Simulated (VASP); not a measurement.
# LiH (P4/mmm) in VASP: single point with HSE06

Aim: the single point of LiH with HSE06.

Everything below comes from runs of VASP 6.6.1. Logs are shortened: lines on timing, memory, paths and dates and some standing lists are left out, and cuts for length are marked.

## (1) The cell of the first run

The structure is tetragonal, space group P4/mmm (No. 123). Conventional cell: a = 2.547 Å, b = 2.547 Å, c = 2.521 Å, α = 90.00°, β = 90.00°, γ = 90.00°. Li (site symmetry 4/mmm) has 8 H at 2.20 Å and 6 Li at 2.52 to 2.55 Å within 2.9 Å. Within 2.9 Å of H (site symmetry 4/mmm) lie 8 Li at 2.20 Å and 6 H at 2.52 to 2.55 Å.

## (2) Single point, HSE06 (epitaxial xy strain +1.8%)

POSCAR reads:

```
LiH
1.0
    2.5469387345      0.0000000000      0.0000000000
    0.0000000000      2.5469387345      0.0000000000
    0.0000000000      0.0000000000      2.5208252878
Li H
1 1
Direct
    0.0000000000      0.0000000000      0.0000000000
    0.5000000000      0.5000000000      0.5000000000
```

INCAR.step1 reads:

```
ALGO     = Normal         # electronic algorithm
EDIFF    = 1E-5           # SCF threshold, eV
ENCUT    = 520            # plane-wave cutoff, eV
GGA      = PE             # functional
ISIF     = 2              # what is computed and relaxed
ISMEAR   = 0              # smearing method
LASPH    = True           # aspherical terms in the spheres
LCHARG   = False          # write CHGCAR
LREAL    = False          # projectors in reciprocal space
LWAVE    = True           # write WAVECAR
NBANDS   = 9              # bands
NELM     = 60             # most SCF steps
PREC     = Accurate       # precision mode
SIGMA    = 0.01           # smearing width, eV
```

INCAR.step2 reads:

```
ALGO     = Normal         # electronic algorithm
EDIFF    = 1E-6           # SCF threshold, eV
ENCUT    = 520            # plane-wave cutoff, eV
GGA      = PE             # functional
HFSCREEN = 0.2079         # screening, 1/A
ISIF     = 2              # what is computed and relaxed
ISMEAR   = 0              # smearing method
ISTART   = 1            
LASPH    = True           # aspherical terms in the spheres
LCHARG   = False          # write CHGCAR
LHFCALC  = True           # exact exchange
LREAL    = False          # projectors in reciprocal space
LWAVE    = False          # write WAVECAR
NBANDS   = 9              # bands
NELM     = 60             # most SCF steps
PREC     = Accurate       # precision mode
PRECFOCK = Normal       
SIGMA    = 0.01           # smearing width, eV
```

KPOINTS reads:

```
k-points
0
Gamma
  8 8 8
```

Potentials or basis: VASP PAW PBE potentials, release 64 (Li_sv, H).

The run is started by

```sh
$ cat potpaw_PBE.64/Li_sv/POTCAR potpaw_PBE.64/H/POTCAR > POTCAR
$ cp INCAR.step1 INCAR
$ mpirun -np 1 vasp_std > vasp.out
$ cp INCAR.step2 INCAR
$ mpirun -np 1 vasp_std > vasp.out
```

OUTCAR:

```text
EDIFF = 1E-6
   ENCUT = 520
   GGA = PE
   HFSCREEN = 0.2079
   ISIF = 2
   ISMEAR = 0
   ISTART = 1
   LASPH = True
   LHFCALC = True
   LREAL = False
   NELM = 60
   PREC = Accurate
   PRECFOCK = Normal

 ion  position               nearest neighbor table
   1  0.000  0.000  0.000-
   2  0.500  0.500  0.500-

  LATTYP: Found a simple tetragonal cell.
 ALAT       =     2.5469387345
 C/A-ratio  =     0.9897471241

  Lattice vectors:

 A1 = (   2.5469387345,   0.0000000000,   0.0000000000)
 A2 = (   0.0000000000,   2.5469387345,   0.0000000000)
 A3 = (   0.0000000000,   0.0000000000,   2.5208252878)

Analysis of symmetry for initial positions (statically):
=====================================================================
 Subroutine PRICEL returns:
 Original cell was already a primitive cell.

 Routine SETGRP: Setting up the symmetry group for a
 simple tetragonal supercell.

 Subroutine GETGRP returns: Found 16 space group operations
 (whereof 16 operations were pure point group operations)
 out of a pool of 16 trial point group operations.

The static configuration has the point symmetry D_4h.

Analysis of symmetry for dynamics (positions and initial velocities):
=====================================================================
 Subroutine PRICEL returns:
 Original cell was already a primitive cell.

 Routine SETGRP: Setting up the symmetry group for a
 simple tetragonal supercell.

 Subroutine GETGRP returns: Found 16 space group operations
 (whereof 16 operations were pure point group operations)
 out of a pool of 16 trial point group operations.

The dynamic configuration has the point symmetry D_4h.

 Subroutine INISYM returns: Found 16 space group operations
 (whereof 16 operations are pure point group operations),
 and found     1 'primitive' translations

----------------------------------------------------------------------------------------

                                     Primitive cell

  volume of cell :      16.3523

  direct lattice vectors                    reciprocal lattice vectors
     2.546938734  0.000000000  0.000000000     0.392628211  0.000000000  0.000000000
     0.000000000  2.546938734  0.000000000     0.000000000  0.392628211  0.000000000
     0.000000000  0.000000000  2.520825288     0.000000000  0.000000000  0.396695481

  length of vectors
     2.546938734  2.546938734  2.520825288     0.392628211  0.392628211  0.396695481

  position of ions in fractional coordinates (direct lattice)
     0.000000000  0.000000000  0.000000000
     0.500000000  0.500000000  0.500000000

  ion indices of the primitive-cell ions
   primitive index   ion index
                 1           1
                 2           2

----------------------------------------------------------------------------------------

 KPOINTS: k-points

Automatic generation of k-mesh.
 Grid dimensions read from file:
 generate k-points for:    8    8    8

 Generating k-lattice:

  Cartesian coordinates                     Fractional coordinates (reciprocal lattice)
     0.049078526  0.000000000  0.000000000     0.125000000  0.000000000  0.000000000
     0.000000000  0.049078526  0.000000000     0.000000000  0.125000000  0.000000000
     0.000000000  0.000000000  0.049586935     0.000000000  0.000000000  0.125000000

  Length of vectors
     0.049078526  0.049078526  0.049586935

  Shift w.r.t. Gamma in fractional coordinates (k-lattice)
     0.000000000  0.000000000  0.000000000

 Subroutine IBZKPT returns following result:
 ===========================================

 Found     75 irreducible k-points:

 Following reciprocal coordinates:
            Coordinates               Weight
  0.000000  0.000000  0.000000      1.000000
  0.125000  0.000000  0.000000      4.000000
  0.250000  0.000000  0.000000      4.000000
  0.375000  0.000000  0.000000      4.000000
  0.500000  0.000000  0.000000      2.000000
  0.125000  0.125000  0.000000      4.000000
[... 16 lines left out ...]
  0.375000  0.125000  0.125000     16.000000
  0.500000  0.125000  0.125000      8.000000
 [... further k-points ...]
   k-points           NKPTS =     75   k-points in BZ     NKDIM =    512   number of bands    NBANDS=      9
   number of dos      NEDOS =    301   number of ions     NIONS =      2
   total plane-waves  NPLWV =   8000
   dimension x,y,z NGX =    20 NGY =   20 NGZ =   20
   dimension x,y,z NGXF=    40 NGYF=   40 NGZF=   40
   ions per type =               1   1
   NGX,Y,Z   is equivalent  to a cutoff of  13.05, 13.05, 13.19 a.u.
   NGXF,Y,Z  is equivalent  to a cutoff of  26.11, 26.11, 26.38 a.u.
 SYSTEM =  unknown system
   PREC   = accura    normal or accurate (medium, high low for compatibility)
   ISTART =      1    job   : 0-new  1-cont  2-samecut
   ICHARG =      0    charge: 1-file 2-atom 10-const
   ISPIN  =      1    spin polarized calculation?
   LNONCOLLINEAR =      F non collinear calculations
   LSORBIT =      F    spin-orbit coupling
   LASPH  =      T    aspherical Exc in radial PAW
   ENCUT  =  520.0 eV  38.22 Ry    6.18 a.u.   4.74  4.74  4.69*2*pi/ulx,y,z
   NELM   =     60;   NELMIN=  2; NELMDL=  0     # of ELM steps
   EDIFF  = 0.1E-05   stopping-criterion for ELM
   LREAL  =      F    real-space projection
   EDIFFG = 0.1E-04   stopping-criterion for IOM
   NSW    =      0    number of steps for IOM
   IBRION =     -1    ionic relax: 0-MD 1-quasi-New 2-CG
   NFREE  =      0    steps in history (QN), initial steepest desc. (CG)
   ISIF   =      2    stress and relaxation
   ISYM   =      3    0-nonsym 1-usesym 2-fastsym
   POTIM  = 0.5000    time-step for ionic-motion
   TEBEG  =    0.0;   TEEND  =   0.0 temperature during run
   PSTRESS=    0.0 pullay stress
   NELECT =       4.0000    total number of electrons
   NUPDOWN=      -1.0000    fix difference up-down
   EMIN   =  10.00;   EMAX   =-10.00  energy-range for DOS
   EFERMI =   0.00;   METHOD = LEGACY
   ISMEAR =     0;   SIGMA  =   0.01  broadening in eV -4-tet -1-fermi 0-gaus
   EFERMI_NEDOS =   21; number of points for ismear=-14 and -15
   IALGO  =     38    algorithm
   IMIX   =      1    mixing-type and parameters
     AMIX     =   0.40;   BMIX     =  1.00
     AMIX_MAG =   1.60;   BMIX_MAG =  1.00
  volume/ion in A,a.u.               =       8.18        55.18
  Fermi-wavevector in a.u.,A,eV,Ry     =   1.023847  1.934790 14.262470  1.048262
  Thomas-Fermi vector in A             =   2.157602
   LORBIT       =      0    0 simple, 1 ext, 2 COOP (PROOUT), +10 PAW based schemes
   GGA     = PE    functional components
   LHFCALC =     T    Hartree Fock is set to
   PRECFOCK=normal    Normal, Fast or Accurate (Low or Medium for compatibility)
   ENCUT4O =  -1.0   cutoff for four orbital integrals eV
   NKREDX  =     1    reduce k-point grid by
   NKREDY  =     1    reduce k-point grid by
   NKREDZ  =     1    reduce k-point grid by
   AEXX    =    0.2500 exact exchange contribution
   HFSCREEN=    0.2079 screening length (either q_TF or 0.3 A-1)
   HFSCREENC=   0.2079 screening length for correlation (either q_TF or 0.3 A-1)
   ENCUTFOCK=  -1.0 apply spherical cutoff to Coloumb kernel
   IVDW    =     0    specifies the selected vdW correction
   LEPSILON=     F    determine dielectric tensor
   LRPA    =     F    only Hartree local field effects (RPA)
 non-spin polarized calculation
 Gauss-broadening in eV      SIGMA  =   0.01
  energy-cutoff  :      520.00
  volume of cell :       16.35
 maximum number of plane-waves:       461
 NGX is ok and might be reduce to    20
  NGX = 16; NGY = 16; NGZ = 16

 number of electron       4.0000009 magnetization

 Free energy of the ion-electron system (eV)
  ---------------------------------------------------
  ext. energy  EPLUGINS =         0.00000000
  ---------------------------------------------------
  free energy    TOTEN  =        -6.29658054 eV

  energy without entropy =       -6.29658054  energy(sigma->0) =       -6.29658054

 E-fermi :   3.1648     XC(G=0):  -7.1278

 val. band max:        2.8656151328   @ k =   0.5000   0.5000   0.5000
 cond. band min:       4.2629319495   @ k =   0.5000   0.0000   0.0000
 fundamental gap:      1.3973168167
 Fermi energy:         3.1648402592

 k-point     1 :       0.0000    0.0000    0.0000
  band No.  band energies     occupation
      1     -48.5124      2.00000
      2      -6.6193      2.00000
      3      15.6135      0.00000
      4      15.6135      0.00000
      5      16.0457      0.00000
      6      16.4540      0.00000
      7      18.6166      0.00000
      8      18.9177      0.00000
      9      35.1670      0.00000

 k-point     2 :       0.1250    0.0000    0.0000
  band No.  band energies     occupation
      1     -48.5053      2.00000
      2      -6.3560      2.00000
      3      12.0560      0.00000
      4      15.9585      0.00000
      5      16.3895      0.00000
      6      16.5419      0.00000
      7      19.2068      0.00000
      8      22.6292      0.00000
      9      32.8346      0.00000

 k-point     3 :       0.2500    0.0000    0.0000
  band No.  band energies     occupation
      1     -48.4882      2.00000
      2      -5.6182      2.00000
      3       8.2500      0.00000
      4      16.0692      0.00000
      5      16.9751      0.00000
      6      17.4018      0.00000
      7      20.2893      0.00000
      8      28.2322      0.00000
      9      28.8386      0.00000

 k-point     4 :       0.3750    0.0000    0.0000
  band No.  band energies     occupation
      1     -48.4710      2.00000
      2      -4.6472      2.00000
      3       5.4131      0.00000
      4      15.5917      0.00000
      5      18.5539      0.00000
      6      18.9696      0.00000
      7      22.0740      0.00000
      8      25.2839      0.00000
      9      25.7281      0.00000
[... 205 lines left out ...]
 k-point    22 :       0.2500    0.1250    0.1250
  band No.  band energies     occupation
      1     -48.4749      2.00000
      2      -5.0168      2.00000
      3       8.5866      0.00000
      4      13.0946      0.00000
      5      13.4523      0.00000
      6      19.7914      0.00000
      7      24.8128      0.00000
      8      25.9993      0.00000
      9      28.2285      0.00000

 k-point    23 :       0.3750    0.1250    0.1250
  band No.  band energies     occupation
      1     -48.4586      2.00000
      2      -3.9714      2.00000
      3       5.7209      0.00000
      4      13.1291      0.00000
      5      15.0830      0.00000
      6      20.2159      0.00000
      7      21.4396      0.00000
      8      27.2271      0.00000
      9      27.8578      0.00000

 k-point    24 :       0.5000    0.1250    0.1250
  band No.  band energies     occupation
      1     -48.4518      2.00000
      2      -3.3898      2.00000
      3       4.5284      0.00000
      4      13.1047      0.00000
      5      16.5866      0.00000
      6      19.2370      0.00000
      7      20.4799      0.00000
      8      27.1915      0.00000
      9      28.7513      0.00000

 [... further k-points ...]

------------------------ aborting loop because EDIFF is reached ----------------------------------------

  FORCE on cell =-STRESS in cart. coord.  units (eV):
  Direction    XX          YY          ZZ          XY          YZ          ZX
  --------------------------------------------------------------------------------------
  -------------------------------------------------------------------------------------
  Total       -0.2694258     -0.2694258     -0.0471075      0.0000000      0.0000000      0.0000000
  in kB      -26.3979434    -26.3979434     -4.6155206      0.0000000      0.0000000      0.0000000
  external PRESSURE =     -19.1371358 kB  Pullay stress =       0.0000000 kB

 VOLUME and BASIS-vectors are now :
 -----------------------------------------------------------------------------
  energy-cutoff  :      520.00
  volume of cell :       16.35
      direct lattice vectors                 reciprocal lattice vectors
     2.546938734  0.000000000  0.000000000     0.392628211  0.000000000  0.000000000
     0.000000000  2.546938734  0.000000000     0.000000000  0.392628211  0.000000000
     0.000000000  0.000000000  2.520825288     0.000000000  0.000000000  0.396695481

 POSITION                                       TOTAL-FORCE (eV/Angst)
 -----------------------------------------------------------------------------------
      0.00000      0.00000      0.00000         0.000000      0.000000      0.000000
      1.27347      1.27347      1.26041         0.000000      0.000000      0.000000
 -----------------------------------------------------------------------------------
    total drift:                                0.000000      0.000000      0.000000

  FREE ENERGIE OF THE ION-ELECTRON SYSTEM (eV)
  ---------------------------------------------------
  free  energy   TOTEN  =        -6.2965805410 eV

  energy  without entropy=       -6.2965805410  energy(sigma->0) =       -6.29658054
```

Run time: 18 min. Hardware: 1 thread of AMD EPYC, shared host; peak memory 0.21 GiB.

What came out:

* Free energy: -6.2966 eV
* Band gap on the k mesh: 1.40 eV (least direct gap 5.18 eV)

Caveat: the cell differs from its parent crystal (epitaxial xy strain +1.8%); the cutoff is under 1.25 times the usual one of these potentials, so pressure, stress and relaxed cells hold a basis-set (Pulay) error; the PAW data sets were made with another functional, which shifts forces and pressure a little.
